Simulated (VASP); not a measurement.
A run of VASP 6.6.1 is set up as follows.

INCAR

```
PREC = Accurate
ENCUT = 520
EDIFF = 1E-7
ISMEAR = 0
SIGMA = 0.1
LREAL = False
LASPH = True
NELM = 150
ALGO = Normal
ISIF = 2
LWAVE = False
LCHARG = False
ISPIN = 2
MAGMOM = 0 0.8 1.25 1.25
LORBIT = 11
GGA = PE
NBANDS = 28
```

The input KPOINTS:

```
regular mesh
0
Gamma
  8 8 8
```

Contents of POSCAR:

```
GaO3
1.0
   -1.3961105557      1.3961105557      4.6691745368
    1.3961105557     -1.3961105557      4.6691745368
    1.3961105557      1.3961105557     -4.6691745368
Ga O
1 3
Direct
    0.0000000000      0.0000000000      0.0000000000
    0.5000000000      0.5000000000      0.0000000000
    0.2500000000      0.7500000000      0.5000000000
    0.7500000000      0.2500000000      0.5000000000
```

Potentials or basis: VASP PAW PBE potentials, release 64 (Ga_d, O).

The run is started by

```sh
$ cat potpaw_PBE.64/Ga_d/POTCAR potpaw_PBE.64/O/POTCAR > POTCAR
$ mpirun -np 1 vasp_std > vasp.out
```

(1) What does it give for the pressure?

(2) Estimate the net moment.

Results:

(1) 0.5 GPa.

(2) 0.00 μB per cell.
